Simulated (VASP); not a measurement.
# SrO (Fm-3m) in VASP: further runs

Aim: see how the results for SrO move with the level of theory and the settings. Levels: PBEsol, LDA, PBE. Tasks: vibrations by perturbation theory, elastic constants.

Everything below comes from runs of VASP 6.6.1. Logs are shortened: lines on timing, memory, paths and dates and some standing lists are left out, and cuts for length are marked.

## Step 1: The cell of the first run

The structure is cubic, space group Fm-3m (No. 225). The conventional cell has a = 5.133 Å, b = 5.133 Å, c = 5.133 Å, α = 90.00°, β = 90.00°, γ = 90.00°. Within 3.4 Å of Sr (site symmetry m-3m) lie 6 O at 2.57 Å. Within 3.4 Å of O (site symmetry m-3m) lie 6 Sr at 2.57 Å.

## Step 2: Vibrations by perturbation theory, PBEsol

Contents of INCAR:

```
SYSTEM = SrO
PREC     = Accurate       ! precision mode
ENCUT    = 520            ! plane-wave cutoff, eV
EDIFF    = 1E-8           ! SCF threshold, eV
ISMEAR   = -1             ! smearing method
SIGMA    = 0.05           ! smearing width, eV
LREAL    = .False.        ! projectors in reciprocal space
LASPH    = .True.         ! aspherical terms in the spheres
NELM     = 80             ! most SCF steps
ALGO     = Normal         ! electronic algorithm
ISIF     = 2              ! what is computed and relaxed
LWAVE    = .False.        ! write WAVECAR
LCHARG   = .True.         ! write CHGCAR
GGA      = PS             ! functional
NBANDS   = 15             ! bands
IBRION   = 8              ! ionic algorithm
NSW      = 1              ! ionic steps
```

Contents of KPOINTS:

```
regular mesh
0
Gamma
  7 7 7
  0 0 0
```

Contents of POSCAR:

```
SrO
1.0
    0.0000000000      2.5663000000      2.5663000000
    2.5663000000      0.0000000000      2.5663000000
    2.5663000000      2.5663000000      0.0000000000
Sr O
1 1
Direct
    0.5000000000      0.5000000000      0.5000000000
    0.0000000000      0.0000000000      0.0000000000
```

Potentials or basis: VASP PAW PBE potentials, release 64 (Sr_sv, O).

On the command line:

```
cat potpaw_PBE.64/Sr_sv/POTCAR potpaw_PBE.64/O/POTCAR > POTCAR
mpirun -np 1 vasp_std > vasp.out
```

OUTCAR:

```text
SYSTEM = SrO
   PREC = Accurate
   ENCUT = 520
   EDIFF = 1E-8
   ISMEAR = -1
   LREAL = .False.
   LASPH = .True.
   NELM = 80
   ISIF = 2
   GGA = PS
   IBRION = 8
   NSW = 1

 ion  position               nearest neighbor table
   1  0.500  0.500  0.500-   2 2.57   2 2.57   2 2.57   2 2.57   2 2.57   2 2.57
   2  0.000  0.000  0.000-   1 2.57   1 2.57   1 2.57   1 2.57   1 2.57   1 2.57

  LATTYP: Found a face centered cubic cell.
 ALAT       =     5.1326000000

  Lattice vectors:

 A1 = (   0.0000000000,   2.5663000000,   2.5663000000)
 A2 = (   2.5663000000,   0.0000000000,   2.5663000000)
 A3 = (   2.5663000000,   2.5663000000,   0.0000000000)

Analysis of symmetry for initial positions (statically):
=====================================================================
 Subroutine PRICEL returns:
 Original cell was already a primitive cell.

 Routine SETGRP: Setting up the symmetry group for a
 face centered cubic supercell.

 Subroutine GETGRP returns: Found 48 space group operations
 (whereof 48 operations were pure point group operations)
 out of a pool of 48 trial point group operations.

The static configuration has the point symmetry O_h .

Analysis of symmetry for dynamics (positions and initial velocities):
=====================================================================
 Subroutine PRICEL returns:
 Original cell was already a primitive cell.

 Routine SETGRP: Setting up the symmetry group for a
 face centered cubic supercell.

 Subroutine GETGRP returns: Found 48 space group operations
 (whereof 48 operations were pure point group operations)
 out of a pool of 48 trial point group operations.

The dynamic configuration has the point symmetry O_h .

 Subroutine INISYM returns: Found 48 space group operations
 (whereof 48 operations are pure point group operations),
 and found     1 'primitive' translations

----------------------------------------------------------------------------------------

                                     Primitive cell

  volume of cell :      33.8028

  direct lattice vectors                    reciprocal lattice vectors
     0.000000000  2.566300000  2.566300000    -0.194833028  0.194833028  0.194833028
[... 511 lines left out ...]
      direct lattice vectors                 reciprocal lattice vectors
     0.000000000  2.566300000  2.566300000    -0.194833028  0.194833028  0.194833028
     2.566300000  0.000000000  2.566300000     0.194833028 -0.194833028  0.194833028
     2.566300000  2.566300000  0.000000000     0.194833028  0.194833028 -0.194833028

 POSITION                                       TOTAL-FORCE (eV/Angst)
 -----------------------------------------------------------------------------------
      2.56630      2.56630      2.56630         0.000000     -0.000000      0.000000
      0.00000      0.00000      0.00000        -0.000000      0.000000     -0.000000
 -----------------------------------------------------------------------------------
    total drift:                                0.000000      0.000000      0.000000

  FREE ENERGIE OF THE ION-ELECTRON SYSTEM (eV)
  ---------------------------------------------------
  free  energy   TOTEN  =       -12.6397193640 eV

  energy  without entropy=      -12.6397193639  energy(sigma->0) =      -12.63971936

[... ionic steps 2 to 3 ...]

--------------------------------------- Ionic step        4  -------------------------------------------

------------------------ aborting loop because EDIFF is reached ----------------------------------------

[... ionic steps 5 to 6 ...]

--------------------------------------- Ionic step        7  -------------------------------------------

 Free energy of the ion-electron system (eV)
  ---------------------------------------------------
  ---------------------------------------------------
  free energy    TOTEN  =        -0.36354434 eV

  energy without entropy =       -0.36354434

------------------------ aborting loop because EDIFF is reached ----------------------------------------

 INTERNAL STRAIN TENSOR  FOR ION    2  DIRECTION 1   (eV/Angst):
 -----------------------------------------------------------------------------
    -0.00076 -0.00000  0.00000
     0.00000 -0.00300 -0.00000
    -0.00000 -0.00000 -0.00300

 INTERNAL STRAIN TENSOR FOR ION    2 for displacements in x,y,z  (eV/Angst):
          X           Y           Z          XY          YZ          ZX
  --------------------------------------------------------------------------------
  x     0.00000     0.00000     0.00000     0.00000     0.00000     0.00000
  y     0.00000     0.00000     0.00000     0.00000     0.00000     0.00000
  z     0.00000     0.00000     0.00000     0.00000     0.00000     0.00000

 SECOND DERIVATIVES (NOT SYMMETRIZED)
 ------------------------------------
               1X          1Y          1Z          2X          2Y          2Z
  1X    -2.128148    0.000000    0.000000    2.128148    0.000000    0.000000
  1Y     0.000000   -2.128148    0.000000    0.000000    2.128148    0.000000
  1Z     0.000000    0.000000   -2.128148    0.000000    0.000000    2.128148
  2X     2.124466    0.000000    0.000000   -2.124466    0.000000    0.000000
  2Y     0.000000    2.124466    0.000000    0.000000   -2.124466    0.000000
  2Z     0.000000    0.000000    2.124466    0.000000    0.000000   -2.124466

 Eigenvectors and eigenvalues of the dynamical matrix
 ----------------------------------------------------

   1 f  =    6.195751 THz    38.929050 2PiTHz  206.668001 cm-1    25.623555 meV
             X         Y         Z           dx          dy          dz
      2.566300  2.566300  2.566300     0.000000    0.393239    0.000000
      0.000000  0.000000  0.000000     0.000000   -0.919436    0.000000
[... 21 lines left out ...]
   6 f/i=    0.001940 THz     0.012188 2PiTHz    0.064702 cm-1     0.008022 meV
             X         Y         Z           dx          dy          dz
      2.566300  2.566300  2.566300     0.000000    0.000000    0.919436
      0.000000  0.000000  0.000000     0.000000    0.000000    0.393239

--------------------------------------------------------------------------------------------------------

 ELASTIC MODULI CONTR FROM IONIC RELAXATION (kBar)
 Direction    XX          YY          ZZ          XY          YZ          ZX
 --------------------------------------------------------------------------------
 XX           0.0000      0.0000      0.0000      0.0000      0.0000      0.0000
 YY           0.0000      0.0000      0.0000      0.0000      0.0000      0.0000
 ZZ           0.0000      0.0000      0.0000      0.0000      0.0000      0.0000
 XY           0.0000      0.0000      0.0000      0.0000      0.0000      0.0000
 YZ           0.0000      0.0000      0.0000      0.0000      0.0000      0.0000
 ZX           0.0000      0.0000      0.0000      0.0000      0.0000      0.0000
 --------------------------------------------------------------------------------
```

OSZICAR:

```text
N       E                     dE             d eps       ncg     rms          rms(c)
DAV:   1     0.618995955174E+02    0.61900E+02   -0.78577E+03   600   0.101E+03
DAV:   2    -0.112375622765E+02   -0.73137E+02   -0.65788E+02   805   0.216E+02
DAV:   3    -0.145557687903E+02   -0.33182E+01   -0.33027E+01   888   0.399E+01
[... 48 lines left out ...]
RMM:   8    -0.363545795630E+00   -0.41823E-05    0.24966E-06  2470   0.136E-03    0.423E-04
RMM:   9    -0.363544867018E+00    0.92861E-06    0.11956E-06  2556   0.535E-04    0.182E-04
RMM:  10    -0.363544553030E+00    0.31399E-06    0.17524E-07  2630   0.208E-04    0.103E-04
RMM:  11    -0.363544387575E+00    0.16546E-06    0.32838E-07  2500   0.948E-05    0.168E-05
RMM:  12    -0.363544333475E+00    0.54099E-07   -0.46445E-08  2652   0.377E-05    0.470E-06
RMM:  13    -0.363544339553E+00   -0.60780E-08    0.35098E-08  2521   0.149E-05    0.329E-06
 Linear response finished
```

stdout:

```text
POSCAR found type information on POSCAR SrO
 POSCAR found :  2 types and       2 ions
 scaLAPACK will be used
 -----------------------------------------------------------------------------
|                                                                             |
|                                                                             |
|     You enforced a specific xc type in the INCAR file but a different       |
|     I HOPE YOU KNOW WHAT YOU ARE DOING!                                     |
|                                                                             |
 -----------------------------------------------------------------------------

 LDA part: xc-table for (Slater+PW92), standard interpolation
 POSCAR, INCAR and KPOINTS ok, starting setup
 FFT: planning ... GRIDC
 FFT: planning ... GRID_SOFT
 FFT: planning ... GRID
 WAVECAR not read
 entering main loop
 Linear response reoptimize wavefunctions to high precision
 Linear response DOF=           2
 Linear response progress:
 first order change of Fermi-energy   0.17356E-03
 force on displaced ion       1 direction 1 :  -2.128   0.000   0.000
 Linear response progress:
 first order change of Fermi-energy   0.62178E-04
 force on displaced ion       2 direction 1 :  -2.124   0.000   0.000
 Linear response finished
```

Wall time 3.9 min (1 thread of AMD EPYC 7R13, shared host); peak memory 0.18 GiB.

Results:

| Quantity | Value |
| --- | --- |
| Highest phonon frequency at Γ, LO-TO splitting left out | 207 cm⁻¹ |

Phonon frequencies in cm⁻¹ (negative: imaginary):
```csv
q point,frequencies
"(0.000, 0.000, 0.000)",0 0 0 207 207 207
```

Caveat: the PAW data sets were made with another functional, which shifts forces and pressure a little.

## Step 3: Elastic constants, LDA

Contents of INCAR:

```
PREC     = Accurate       # precision mode
ENCUT    = 600            # plane-wave cutoff, eV
EDIFF    = 1E-8           # SCF threshold, eV
ISMEAR   = -1             # smearing method
SIGMA    = 0.05           # smearing width, eV
LREAL    = False          # projectors in reciprocal space
LASPH    = True           # aspherical terms in the spheres
NELM     = 80             # most SCF steps
ALGO     = Normal         # electronic algorithm
ISIF     = 3              # what is computed and relaxed
LWAVE    = False          # write WAVECAR
LCHARG   = False          # write CHGCAR
NBANDS   = 15             # bands
IBRION   = 6              # ionic algorithm
NFREE    = 2            
POTIM    = 0.015          # step
NSW      = 1              # ionic steps
```

Contents of KPOINTS:

```
Automatic mesh
0
Gamma
  7 7 7
```

POSCAR is that of step 2.

Potentials or basis: VASP PAW LDA potentials, release 64 (Sr_sv, O).

On the command line:

```
cat potpaw_LDA.64/Sr_sv/POTCAR potpaw_LDA.64/O/POTCAR > POTCAR
mpirun -np 1 vasp_std > vasp.out
```

OUTCAR:

```text
PREC = Accurate
   ENCUT = 600
   EDIFF = 1E-8
   ISMEAR = -1
   LREAL = False
   LASPH = True
   NELM = 80
   ISIF = 3
   IBRION = 6
   NFREE = 2
   POTIM = 0.015
   NSW = 1

 ion  position               nearest neighbor table
   1  0.500  0.500  0.500-   2 2.57   2 2.57   2 2.57   2 2.57   2 2.57   2 2.57
   2  0.000  0.000  0.000-   1 2.57   1 2.57   1 2.57   1 2.57   1 2.57   1 2.57

  LATTYP: Found a face centered cubic cell.
 ALAT       =     5.1326000000

  Lattice vectors:

 A1 = (   0.0000000000,   2.5663000000,   2.5663000000)
 A2 = (   2.5663000000,   0.0000000000,   2.5663000000)
 A3 = (   2.5663000000,   2.5663000000,   0.0000000000)

Analysis of symmetry for initial positions (statically):
=====================================================================
[... 849 lines left out ...]
  x     0.00000     0.00000     0.00000     0.00000     0.00000     0.00000
  y     0.00000     0.00000     0.00000     0.00000     0.00000     0.00000
  z     0.00000     0.00000     0.00000     0.00000     0.00000     0.00000

 INTERNAL STRAIN TENSOR FOR ION    2 for displacements in x,y,z  (eV/Angst):
          X           Y           Z          XY          YZ          ZX
  --------------------------------------------------------------------------------
  x     0.00000     0.00000     0.00000     0.00000     0.00000     0.00000
  y     0.00000     0.00000     0.00000     0.00000     0.00000     0.00000
  z     0.00000     0.00000     0.00000     0.00000     0.00000     0.00000

 Eigenvectors and eigenvalues of the dynamical matrix
 ----------------------------------------------------

   1 f  =    5.957071 THz    37.429384 2PiTHz  198.706514 cm-1    24.636457 meV
             X         Y         Z           dx          dy          dz
      2.566300  2.566300  2.566300     0.000000    0.000000   -0.393548
      0.000000  0.000000  0.000000     0.000000    0.000000    0.919304
[... 21 lines left out ...]
   6 f/i=    0.003872 THz     0.024330 2PiTHz    0.129166 cm-1     0.016014 meV
             X         Y         Z           dx          dy          dz
      2.566300  2.566300  2.566300     0.228835   -0.862423   -0.221317
      0.000000  0.000000  0.000000     0.097963   -0.369198   -0.094744

--------------------------------------------------------------------------------------------------------

 ELASTIC MODULI CONTR FROM IONIC RELAXATION (kBar)
 Direction    XX          YY          ZZ          XY          YZ          ZX
 --------------------------------------------------------------------------------
 XX           0.0000      0.0000      0.0000      0.0000      0.0000      0.0000
 YY           0.0000      0.0000      0.0000      0.0000      0.0000      0.0000
 ZZ           0.0000      0.0000      0.0000      0.0000      0.0000      0.0000
 XY           0.0000      0.0000      0.0000      0.0000      0.0000      0.0000
 YZ           0.0000      0.0000      0.0000      0.0000      0.0000      0.0000
 ZX           0.0000      0.0000      0.0000      0.0000      0.0000      0.0000
 --------------------------------------------------------------------------------

 TOTAL ELASTIC MODULI (kBar)
 Direction    XX          YY          ZZ          XY          YZ          ZX
 --------------------------------------------------------------------------------
 XX        1805.4832    483.8160    483.8160      0.0000     -0.0000      0.0000
 YY         483.8160   1805.4832    483.8160     -0.0000      0.0000      0.0000
 ZZ         483.8160    483.8160   1805.4832     -0.0000     -0.0000     -0.0000
 XY           0.0000     -0.0000     -0.0000    562.2416     -0.0000     -0.0000
 YZ          -0.0000      0.0000     -0.0000     -0.0000    562.2416     -0.0000
 ZX           0.0000      0.0000     -0.0000     -0.0000     -0.0000    562.2416
 --------------------------------------------------------------------------------
```

OSZICAR:

```text
N       E                     dE             d eps       ncg     rms          rms(c)
DAV:   1     0.654285154693E+02    0.65429E+02   -0.84501E+03   600   0.113E+03
DAV:   2    -0.120579477014E+02   -0.77486E+02   -0.71755E+02   848   0.229E+02
DAV:   3    -0.155137462496E+02   -0.34558E+01   -0.34394E+01   881   0.416E+01
[... 198 lines left out ...]
DAV:   4    -0.133792551016E+02    0.18443E-04   -0.22108E-04  1445   0.116E-01    0.292E-02
DAV:   5    -0.133792524548E+02    0.26468E-05   -0.15586E-05  1319   0.312E-02    0.146E-02
DAV:   6    -0.133792511425E+02    0.13123E-05   -0.28714E-06  1466   0.180E-02    0.475E-03
DAV:   7    -0.133792510937E+02    0.48781E-07   -0.62208E-07  1319   0.639E-03    0.136E-03
DAV:   8    -0.133792510934E+02    0.32355E-09   -0.18069E-08  1327   0.132E-03
  17 F= -.13379251E+02 E0= -.13379251E+02  d E =-.354261E-10
```

stdout:

```text
POSCAR found type information on POSCAR SrO
 POSCAR found :  2 types and       2 ions
 scaLAPACK will be used
 LDA part: xc-table for (Slater(with rela. corr.)+CA(PZ))
 , standard interpolation
 POSCAR, INCAR and KPOINTS ok, starting setup
 FFT: planning ... GRIDC
 FFT: planning ... GRID_SOFT
 FFT: planning ... GRID
 WAVECAR not read
 entering main loop
 Found     2 degrees of freedom:
 Adding 6 more for cell shape distortion
 Finite differences POTIM= 0.01500 DOF=   8
 bond charge predicted
 Finite differences progress:
 bond charge predicted
 Finite differences progress:
 bond charge predicted
 Finite differences progress:
 bond charge predicted
 Finite differences progress:
 bond charge predicted
 Finite differences progress:
 bond charge predicted
 Finite differences progress:
 bond charge predicted
 Finite differences progress:
 bond charge predicted
 Finite differences progress:
 bond charge predicted
 Finite differences progress:
 bond charge predicted
 Finite differences progress:
 bond charge predicted
 Finite differences progress:
 bond charge predicted
 Finite differences progress:
 bond charge predicted
 Finite differences progress:
 bond charge predicted
 Finite differences progress:
 bond charge predicted
 Finite differences progress:
 bond charge predicted
 Finite differences progress:
```

Run time: 7.8 min. Hardware: 1 thread of Intel Xeon 6975P-C, shared host; peak memory 0.24 GiB.

What came out:

| Item | Value |
| --- | --- |
| Elastic constants C11, C12, C44 | 181, 48, 56 GPa |
| Voigt bulk modulus | 92 GPa |
| Highest phonon frequency at Γ, LO-TO splitting left out | 199 cm⁻¹ |

Phonon frequencies in cm⁻¹ (negative: imaginary):
| q point | frequencies |
| --- | --- |
| (0.000, 0.000, 0.000) | 0 0 0 199 199 199 |

Elastic tensor in Voigt notation (GPa, in the Cartesian axes of the cell as first typed):
```
181  48  48   0   0   0
 48 181  48   0   0   0
 48  48 181   0   0   0
  0   0   0  56   0   0
  0   0   0   0  56   0
  0   0   0   0   0  56
```

Clamped-ion elastic tensor (GPa):
```
181  48  48   0   0   0
 48 181  48   0   0   0
 48  48 181   0   0   0
  0   0   0  56   0   0
  0   0   0   0  56   0
  0   0   0   0   0  56
```

Caveat: the cell is under stress, which shifts elastic constants.

[end of part 1 of 2]
